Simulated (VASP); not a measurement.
Wanted: the native input for a VASP 6.6.1 run.

```yaml
Task: single point
Functional: LDA
Potentials_or_basis: VASP PAW LDA potentials, release 64 (Zr_sv, C)
Cutoff: 520 eV
k_mesh: 15 × 15 × 15
Occupations: fermi-dirac, width 0.05 eV
Spin: no spin polarisation
Dipole_correction: no
Further_INCAR_settings: ALGO = Normal; EDIFF = 1e-07; NBANDS = 15
```

The structure of ZrC lies in POSCAR:

```
ZrC
1.0
    0.0000000000      2.3207235877      2.3207235877
    2.3207235877      0.0000000000      2.3207235877
    2.3207235877      2.3207235877      0.0000000000
Zr C
1 1
Direct
    0.5000000000      0.5000000000      0.5000000000
    0.0000000000      0.0000000000      0.0000000000
```

The input as run:

INCAR

```
SYSTEM = ZrC
PREC = Accurate
ENCUT = 520
EDIFF = 1E-7
ISMEAR = -1
SIGMA = 0.05
LREAL = .FALSE.
LASPH = .TRUE.
NELM = 100
ALGO = Normal
ISIF = 2
LWAVE = .FALSE.
LCHARG = .FALSE.
NBANDS = 15
```

KPOINTS

```
Automatic mesh
0
G
  15 15 15
  0 0 0
```

Potentials or basis: VASP PAW LDA potentials, release 64 (Zr_sv, C).

Command:

```sh
$ cat potpaw_LDA.64/Zr_sv/POTCAR potpaw_LDA.64/C/POTCAR > POTCAR
$ mpirun -np 1 vasp_std > vasp.out
```

It gave:

```json
{
  "Pressure": "0.7 GPa",
  "Band gap on the k mesh": "zero (band 8 reaches 10.84 eV, above the bottom of band 9 at 9.53 eV)"
}
```

It took 13 s on 1 thread of Intel(R) Xeon(R) 6975P-C (Granite Rapids), on a shared host, peak memory 0.16 GiB.
